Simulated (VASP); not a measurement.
Input of a VASP 6.6.1 run:

INCAR

```
SYSTEM = PbS
PREC     = Accurate       ! precision mode
ENCUT    = 500            ! plane-wave cutoff, eV
EDIFF    = 1E-6           ! SCF threshold, eV
ISMEAR   = 0              ! smearing method
SIGMA    = 0.01           ! smearing width, eV
LREAL    = .False.        ! projectors in reciprocal space
LASPH    = .True.         ! aspherical terms in the spheres
NELM     = 120            ! most SCF steps
ALGO     = Normal         ! electronic algorithm
ISIF     = 2              ! what is computed and relaxed
LWAVE    = .False.        ! write WAVECAR
LCHARG   = .False.        ! write CHGCAR
GGA      = PS             ! functional
NBANDS   = 17             ! bands
GGA_COMPAT= .False.
```

File KPOINTS:

```
regular mesh
0
Gamma
  3 3 3
  0 0 0
```

File POSCAR:

```
PbS
1.0
    4.0896980000      0.0000000000      0.0000000000
   -2.0448490000      3.5417820000      0.0000000000
    0.0000000000      0.0000000000      3.7881670000
Pb S
1 1
Direct
    0.0000000000      0.0000000000      0.0000000000
    0.6666666667      0.3333333333      0.5000000000
```

Potentials or basis: VASP PAW PBE potentials, release 64 (Pb_d, S).

Launch:

```sh
$ cat potpaw_PBE.64/Pb_d/POTCAR potpaw_PBE.64/S/POTCAR > POTCAR
$ mpirun -np 1 vasp_std > vasp.out
```

**Question.** Estimate the band gap on the k mesh.

**Answer.** 0.61 eV, indirect (least direct gap 1.66 eV).

**Question.** Predict the pressure.

**Answer.** -3.3 GPa.

Stress tensor (GPa, compression positive):
```
-3.11  0.00  0.00
 0.00 -3.11  0.00
 0.00  0.00 -3.71
```

Caveat: the k points lie up to 0.59 Å⁻¹ apart; the PAW data sets were made with another functional, which shifts forces and pressure a little; spin-orbit coupling is left out, which moves the levels of the heavy elements. A k mesh can miss the band edges.
